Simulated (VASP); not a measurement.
# ZrB2 (P6/mmm) in VASP: further runs

ZrB2 is run at these levels: PBE0, HSE06; tasks: single point.

All numbers are computed with VASP 6.6.1; they aren't measurements. Logs are shortened: lines on timing, memory, paths and dates and some standing lists are left out, and cuts for length are marked.

## (1) The cell of the first run

It takes space group P6/mmm (No. 191, hexagonal). Conventional cell: a = 3.168 Å, b = 3.168 Å, c = 3.504 Å, α = 90.00°, β = 90.00°, γ = 120.00°. Zr (site symmetry 6/mmm) has 12 B at 2.53 Å and 6 Zr at 3.17 Å within 3.3 Å. B (site symmetry -6m2) has 3 B at 1.83 Å within 2.4 Å.

## (2) Single point, PBE0

File POSCAR:

```
ZrB2
1.0
    3.1680505414      0.0000000000      0.0000000000
   -1.5840252707      2.7436122493      0.0000000000
    0.0000000000      0.0000000000      3.5044242377
Zr B
1 2
Direct
    0.0000000000      0.0000000000      0.0000000000
    0.6666666667      0.3333333333      0.5000000000
    0.3333333333      0.6666666667      0.5000000000
```

File INCAR.step1:

```
SYSTEM = ZrB2
PREC = Accurate
ENCUT = 520
EDIFF = 1E-5
ISMEAR = -1
SIGMA = 0.05
LREAL = .FALSE.
LASPH = .TRUE.
NELM = 100
ALGO = Normal
ISIF = 2
LWAVE = .TRUE.
LCHARG = .FALSE.
NBANDS = 16
GGA = PE
```

File INCAR.step2:

```
SYSTEM = ZrB2
PREC = Accurate
ENCUT = 520
EDIFF = 1E-6
ISMEAR = -1
SIGMA = 0.05
LREAL = .FALSE.
LASPH = .TRUE.
NELM = 100
ALGO = Normal
ISIF = 2
LWAVE = .FALSE.
LCHARG = .FALSE.
GGA = PE
LHFCALC = .TRUE.
AEXX = 0.25
PRECFOCK = Normal
NBANDS = 16
ISTART = 1
```

File KPOINTS:

```
Automatic mesh
0
G
  6 6 4
  0 0 0
```

Potentials or basis: VASP PAW PBE potentials, release 64 (Zr_sv, B).

Run with:

```
> cat potpaw_PBE.64/Zr_sv/POTCAR potpaw_PBE.64/B/POTCAR > POTCAR
> cp INCAR.step1 INCAR
> mpirun -np 1 vasp_std > vasp.out
> cp INCAR.step2 INCAR
> mpirun -np 1 vasp_std > vasp.out
```

OUTCAR:

```text
SYSTEM = ZrB2
   PREC = Accurate
   ENCUT = 520
   EDIFF = 1E-6
   ISMEAR = -1
   LREAL = .FALSE.
   LASPH = .TRUE.
   NELM = 100
   ISIF = 2
   GGA = PE
   LHFCALC = .TRUE.
   AEXX = 0.25
   PRECFOCK = Normal
   ISTART = 1

 ion  position               nearest neighbor table
   1  0.000  0.000  0.000-   2 2.53   3 2.53   2 2.53   3 2.53   3 2.53   3 2.53   2 2.53   2 2.53
                             2 2.53   2 2.53   3 2.53   3 2.53
   2  0.667  0.333  0.500-   3 1.83   3 1.83   3 1.83   1 2.53   1 2.53   1 2.53   1 2.53   1 2.53
                             1 2.53
   3  0.333  0.667  0.500-   2 1.83   2 1.83   2 1.83   1 2.53   1 2.53   1 2.53   1 2.53   1 2.53
                             1 2.53

  LATTYP: Found a hexagonal cell.
 ALAT       =     3.1680505414
 C/A-ratio  =     1.1061768718

  Lattice vectors:

 A1 = (   3.1680505414,   0.0000000000,   0.0000000000)
 A2 = (  -1.5840252707,   2.7436122493,   0.0000000000)
 A3 = (   0.0000000000,   0.0000000000,   3.5044242377)

Analysis of symmetry for initial positions (statically):
=====================================================================
 Subroutine PRICEL returns:
 Original cell was already a primitive cell.

 Routine SETGRP: Setting up the symmetry group for a
 hexagonal supercell.

 Subroutine GETGRP returns: Found 24 space group operations
 (whereof 24 operations were pure point group operations)
 out of a pool of 24 trial point group operations.

The static configuration has the point symmetry D_6h.

Analysis of symmetry for dynamics (positions and initial velocities):
=====================================================================
 Subroutine PRICEL returns:
 Original cell was already a primitive cell.

 Routine SETGRP: Setting up the symmetry group for a
 hexagonal supercell.

 Subroutine GETGRP returns: Found 24 space group operations
 (whereof 24 operations were pure point group operations)
 out of a pool of 24 trial point group operations.

The dynamic configuration has the point symmetry D_6h.

 Subroutine INISYM returns: Found 24 space group operations
 (whereof 24 operations are pure point group operations),
 and found     1 'primitive' translations

----------------------------------------------------------------------------------------

                                     Primitive cell

  volume of cell :      30.4601

  direct lattice vectors                    reciprocal lattice vectors
     3.168050541  0.000000000  0.000000000     0.315651530  0.182241496  0.000000000
    -1.584025271  2.743612249  0.000000000     0.000000000  0.364482991  0.000000000
     0.000000000  0.000000000  3.504424238     0.000000000  0.000000000  0.285353579

  length of vectors
     3.168050541  3.168050541  3.504424238     0.364482991  0.364482991  0.285353579

  position of ions in fractional coordinates (direct lattice)
     0.000000000  0.000000000  0.000000000
     0.666666667  0.333333333  0.500000000
     0.333333333  0.666666667  0.500000000

  ion indices of the primitive-cell ions
   primitive index   ion index
                 1           1
                 2           2
                 3           3

----------------------------------------------------------------------------------------

 KPOINTS: Automatic mesh

Automatic generation of k-mesh.
 Grid dimensions read from file:
 generate k-points for:    6    6    4

 Generating k-lattice:

  Cartesian coordinates                     Fractional coordinates (reciprocal lattice)
     0.052608588  0.030373583  0.000000000     0.166666667  0.000000000  0.000000000
     0.000000000  0.060747165  0.000000000     0.000000000  0.166666667  0.000000000
     0.000000000  0.000000000  0.071338395     0.000000000  0.000000000  0.250000000

  Length of vectors
     0.060747165  0.060747165  0.071338395

  Shift w.r.t. Gamma in fractional coordinates (k-lattice)
     0.000000000  0.000000000  0.000000000

 Subroutine IBZKPT returns following result:
 ===========================================

 Found     21 irreducible k-points:

 Following reciprocal coordinates:
            Coordinates               Weight
  0.000000  0.000000  0.000000      1.000000
  0.166667 -0.000000  0.000000      6.000000
  0.333333 -0.000000  0.000000      6.000000
  0.500000 -0.000000  0.000000      3.000000
  0.166667  0.166667  0.000000      6.000000
  0.333333  0.166667  0.000000     12.000000
[... 13 lines left out ...]
  0.333333  0.166667  0.500000     12.000000
  0.333333  0.333333  0.500000      2.000000
   k-points           NKPTS =     21   k-points in BZ     NKDIM =    144   number of bands    NBANDS=     16
   number of dos      NEDOS =    301   number of ions     NIONS =      3
   total plane-waves  NPLWV =  16128
   dimension x,y,z NGX =    24 NGY =   24 NGZ =   28
   dimension x,y,z NGXF=    48 NGYF=   48 NGZF=   56
   ions per type =               1   2
   NGX,Y,Z   is equivalent  to a cutoff of  12.59, 12.59, 13.28 a.u.
   NGXF,Y,Z  is equivalent  to a cutoff of  25.19, 25.19, 26.57 a.u.
 SYSTEM =  ZrB2
   PREC   = accura    normal or accurate (medium, high low for compatibility)
   ISTART =      1    job   : 0-new  1-cont  2-samecut
   ICHARG =      0    charge: 1-file 2-atom 10-const
   ISPIN  =      1    spin polarized calculation?
   LNONCOLLINEAR =      F non collinear calculations
   LSORBIT =      F    spin-orbit coupling
   LASPH  =      T    aspherical Exc in radial PAW
   ENCUT  =  520.0 eV  38.22 Ry    6.18 a.u.   5.89  5.89  6.52*2*pi/ulx,y,z
   NELM   =    100;   NELMIN=  2; NELMDL=  0     # of ELM steps
   EDIFF  = 0.1E-05   stopping-criterion for ELM
   LREAL  =      F    real-space projection
   EDIFFG = 0.1E-04   stopping-criterion for IOM
   NSW    =      0    number of steps for IOM
   IBRION =     -1    ionic relax: 0-MD 1-quasi-New 2-CG
   NFREE  =      0    steps in history (QN), initial steepest desc. (CG)
   ISIF   =      2    stress and relaxation
   ISYM   =      3    0-nonsym 1-usesym 2-fastsym
   POTIM  = 0.5000    time-step for ionic-motion
   TEBEG  =    0.0;   TEEND  =   0.0 temperature during run
   PSTRESS=    0.0 pullay stress
   NELECT =      18.0000    total number of electrons
   NUPDOWN=      -1.0000    fix difference up-down
   EMIN   =  10.00;   EMAX   =-10.00  energy-range for DOS
   EFERMI =   0.00;   METHOD = LEGACY
   ISMEAR =    -1;   SIGMA  =   0.05  broadening in eV -4-tet -1-fermi 0-gaus
   EFERMI_NEDOS =   21; number of points for ismear=-14 and -15
   IALGO  =     38    algorithm
   IMIX   =      1    mixing-type and parameters
     AMIX     =   0.40;   BMIX     =  1.00
     AMIX_MAG =   1.60;   BMIX_MAG =  1.00
  volume/ion in A,a.u.               =      10.15        68.52
  Fermi-wavevector in a.u.,A,eV,Ry     =   1.373795  2.596096 25.678436  1.887312
  Thomas-Fermi vector in A             =   2.499279
   LORBIT       =      0    0 simple, 1 ext, 2 COOP (PROOUT), +10 PAW based schemes
   GGA     = PE    functional components
   LHFCALC =     T    Hartree Fock is set to
   PRECFOCK=normal    Normal, Fast or Accurate (Low or Medium for compatibility)
   ENCUT4O =  -1.0   cutoff for four orbital integrals eV
   NKREDX  =     1    reduce k-point grid by
   NKREDY  =     1    reduce k-point grid by
   NKREDZ  =     1    reduce k-point grid by
   AEXX    =    0.2500 exact exchange contribution
   HFSCREEN=    0.0000 screening length (either q_TF or 0.3 A-1)
   HFSCREENC=   0.0000 screening length for correlation (either q_TF or 0.3 A-1)
   ENCUTFOCK=  -1.0 apply spherical cutoff to Coloumb kernel
   IVDW    =     0    specifies the selected vdW correction
   LEPSILON=     F    determine dielectric tensor
   LRPA    =     F    only Hartree local field effects (RPA)
 non-spin polarized calculation
  energy-cutoff  :      520.00
  volume of cell :       30.46
 maximum number of plane-waves:       832
 NGX is ok and might be reduce to    24
  NGX = 18; NGY = 18; NGZ = 20

 number of electron      18.0000000 magnetization

 Free energy of the ion-electron system (eV)
  ---------------------------------------------------
  ext. energy  EPLUGINS =         0.00000000
  ---------------------------------------------------
  free energy    TOTEN  =       -29.66515376 eV

  energy without entropy =      -29.66046761  energy(sigma->0) =      -29.66281069

 E-fermi :  10.5745     XC(G=0):  -9.8062

 val. band max:        9.6372739164   @ k =   0.3333   0.1667   0.0000
 cond. band min:      10.6294597344   @ k =   0.3333   0.1667   0.0000
 fundamental gap:      0.9921858180
 Fermi energy:        10.5745290681

 k-point     1 :       0.0000    0.0000    0.0000
  band No.  band energies     occupation
      1     -42.0231      2.00000
      2     -18.8498      2.00000
      3     -18.2263      2.00000
      4     -18.2263      2.00000
      5      -4.3908      2.00000
      6       7.0597      2.00000
[... 8 lines left out ...]
     15      16.7283      0.00000
     16      16.7283      0.00000

 k-point     2 :       0.1667   -0.0000    0.0000
  band No.  band energies     occupation
      1     -41.9903      2.00000
      2     -18.7968      2.00000
      3     -18.5162      2.00000
      4     -18.2886      2.00000
      5      -3.7797      2.00000
      6       5.4635      2.00000
[... 8 lines left out ...]
     15      18.6401      0.00000
     16      18.7794      0.00000

 k-point     3 :       0.3333   -0.0000    0.0000
  band No.  band energies     occupation
      1     -41.9242      2.00000
      2     -19.0544      2.00000
      3     -18.6900      2.00000
      4     -18.4101      2.00000
      5      -2.1732      2.00000
      6       2.7335      2.00000
[... 8 lines left out ...]
     15      20.4490      0.00000
     16      22.0998      0.00000

 k-point     4 :       0.5000   -0.0000    0.0000
  band No.  band energies     occupation
      1     -41.8908      2.00000
      2     -19.3064      2.00000
      3     -18.6361      2.00000
      4     -18.4692      2.00000
      5      -0.1485      2.00000
      6       0.3320      2.00000
[... 8 lines left out ...]
     15      19.6968      0.00000
     16      22.3732      0.00000

 k-point     5 :       0.1667    0.1667    0.0000
  band No.  band energies     occupation
      1     -41.9408      2.00000
      2     -18.8719      2.00000
      3     -18.7170      2.00000
      4     -18.4375      2.00000
      5      -2.6676      2.00000
      6       3.8398      2.00000
[... 8 lines left out ...]
     15      19.0840      0.00000
     16      20.4750      0.00000

 k-point     6 :       0.3333    0.1667    0.0000
  band No.  band energies     occupation
      1     -41.8908      2.00000
      2     -19.1734      2.00000
      3     -18.6368      2.00000
      4     -18.6206      2.00000
      5      -0.7297      2.00000
      6       1.6581      2.00000
[... 8 lines left out ...]
     15      21.1066      0.00000
     16      21.5716      0.00000
[... 210 lines left out ...]
 k-point    18 :       0.5000   -0.0000    0.5000
  band No.  band energies     occupation
      1     -41.8674      2.00000
      2     -19.2295      2.00000
      3     -19.0119      2.00000
      4     -18.4132      2.00000
      5      -1.2331      2.00000
      6       2.1105      2.00000
[... 8 lines left out ...]
     15      20.1106      0.00000
     16      22.8314      0.00000

 k-point    19 :       0.1667    0.1667    0.5000
  band No.  band energies     occupation
      1     -41.9172      2.00000
      2     -19.1267      2.00000
      3     -18.8061      2.00000
      4     -18.3910      2.00000
      5      -1.6626      2.00000
      6       4.0207      2.00000
[... 8 lines left out ...]
     15      20.9131      0.00000
     16      21.1144      0.00000

 k-point    20 :       0.3333    0.1667    0.5000
  band No.  band energies     occupation
      1     -41.8674      2.00000
      2     -19.0984      2.00000
      3     -19.0124      2.00000
      4     -18.5622      2.00000
      5      -1.0749      2.00000
      6       1.8494      2.00000
[... 8 lines left out ...]
     15      19.9387      0.00000
     16      20.7166      0.00000

 k-point    21 :       0.3333    0.3333    0.5000
  band No.  band energies     occupation
      1     -41.8506      2.00000
      2     -18.9741      2.00000
      3     -18.9138      2.00000
      4     -18.9138      2.00000
      5       0.1028      2.00000
      6       0.1028      2.00000
[... 8 lines left out ...]
     15      18.5894      0.00000
     16      21.4290      0.00000

------------------------ aborting loop because EDIFF is reached ----------------------------------------

  FORCE on cell =-STRESS in cart. coord.  units (eV):
  Direction    XX          YY          ZZ          XY          YZ          ZX
  --------------------------------------------------------------------------------------
  -------------------------------------------------------------------------------------
  Total       -0.0102333     -0.0102333      0.0204235      0.0000000     -0.0000000      0.0000000
  in kB       -0.5382640     -0.5382640      1.0742572      0.0000000     -0.0000000      0.0000000
  external PRESSURE =      -0.0007569 kB  Pullay stress =       0.0000000 kB

 VOLUME and BASIS-vectors are now :
 -----------------------------------------------------------------------------
  energy-cutoff  :      520.00
  volume of cell :       30.46
      direct lattice vectors                 reciprocal lattice vectors
     3.168050541  0.000000000  0.000000000     0.315651530  0.182241496  0.000000000
    -1.584025271  2.743612249  0.000000000     0.000000000  0.364482991  0.000000000
     0.000000000  0.000000000  3.504424238     0.000000000  0.000000000  0.285353579

 POSITION                                       TOTAL-FORCE (eV/Angst)
 -----------------------------------------------------------------------------------
      0.00000      0.00000      0.00000         0.000000      0.000000      0.000000
      1.58403      0.91454      1.75221        -0.000000      0.000000     -0.000000
     -0.00000      1.82907      1.75221         0.000000     -0.000000      0.000000
 -----------------------------------------------------------------------------------
    total drift:                                0.000000      0.000000      0.000000

  FREE ENERGIE OF THE ION-ELECTRON SYSTEM (eV)
  ---------------------------------------------------
  free  energy   TOTEN  =       -29.6651537630 eV

  energy  without entropy=      -29.6604676117  energy(sigma->0) =      -29.66281069
```

It took 26 min on 1 thread of Intel Xeon Platinum 8375C at 2.90GHz (Ice Lake), shared host; peak memory 0.16 GiB.

Results:

```
Free energy            : -29.6652 eV
Pressure               : 0.0 GPa
Band gap on the k mesh : zero (bands 9 and 10 overlap by 0.88 eV)
```

Caveat: the k points lie up to 0.45 Å⁻¹ apart, too coarse for converged energies and pressures of a metal; the PAW data sets were made with another functional, which shifts forces and pressure a little.

## (3) Single point, HSE06

File POSCAR:

```
ZrB2
1.0
    3.1674689228      0.0000000000      0.0000000000
   -1.5837344614      2.7431085528      0.0000000000
    0.0000000000      0.0000000000      3.5069383927
Zr B
1 2
Direct
    0.0000000000      0.0000000000      0.0000000000
    0.6666666667      0.3333333333      0.5000000000
    0.3333333333      0.6666666667      0.5000000000
```

File INCAR.step1:

```
PREC = Accurate ; ENCUT = 520
EDIFF = 1E-5 ; ISMEAR = -1
SIGMA = 0.05 ; LREAL = False
LASPH = True ; NELM = 60
ALGO = Normal ; ISIF = 2
LWAVE = True ; LCHARG = False
GGA = PE ; NBANDS = 16
```

File INCAR.step2:

```
PREC = Accurate ; ENCUT = 520
EDIFF = 1E-6 ; ISMEAR = -1
SIGMA = 0.05 ; LREAL = False
LASPH = True ; NELM = 60
ALGO = Normal ; ISIF = 2
LWAVE = False ; LCHARG = False
GGA = PE ; LHFCALC = True
HFSCREEN = 0.2079 ; PRECFOCK = Normal
ISTART = 1 ; NBANDS = 16
```

File KPOINTS:

```
Automatic mesh
0
Gamma
  6 6 4
```

Potentials or basis: VASP PAW PBE potentials, release 64 (Zr_sv, B).

Run with:

```
> cat potpaw_PBE.64/Zr_sv/POTCAR potpaw_PBE.64/B/POTCAR > POTCAR
> cp INCAR.step1 INCAR
> mpirun -np 1 vasp_std > vasp.out
> cp INCAR.step2 INCAR
> mpirun -np 1 vasp_std > vasp.out
```

It took 24 min on 1 thread of Intel Xeon Platinum 8375C at 2.90GHz (Ice Lake), shared host; peak memory 0.26 GiB.

The run converged. Its results:

```
Free energy            : -27.9281 eV
Pressure               : 0.1 GPa
Band gap on the k mesh : zero (bands 9 and 10 overlap by 0.73 eV)
```

Levels at points of the mesh, in eV from the Fermi level:
```tsv
k point	band 5	band 6	band 7	band 8	band 9	band 10	band 11	band 12	band 13	band 14
(0.00, 0.00, 0.00)	-14.36	-2.95	-2.95	-2.66	-2.59	4.35	4.35	5.23	5.23	5.57
(0.50, 0.00, 0.00)	-10.12	-9.65	-4.22	-3.45	-2.82	2.80	3.10	5.96	6.05	7.30
(0.00, 0.00, 0.50)	-12.04	-7.90	-1.05	-1.05	0.79	0.79	1.30	1.30	2.78	5.76
(0.50, 0.00, 0.50)	-11.21	-7.88	-5.17	-4.62	-2.38	4.80	4.85	6.38	7.52	7.75
```

Caveat: the k points lie up to 0.45 Å⁻¹ apart, too coarse for converged energies and pressures of a metal; the PAW data sets were made with another functional, which shifts forces and pressure a little.

The gap in the log of VASP goes by the Fermi energy; the results here count the filled bands.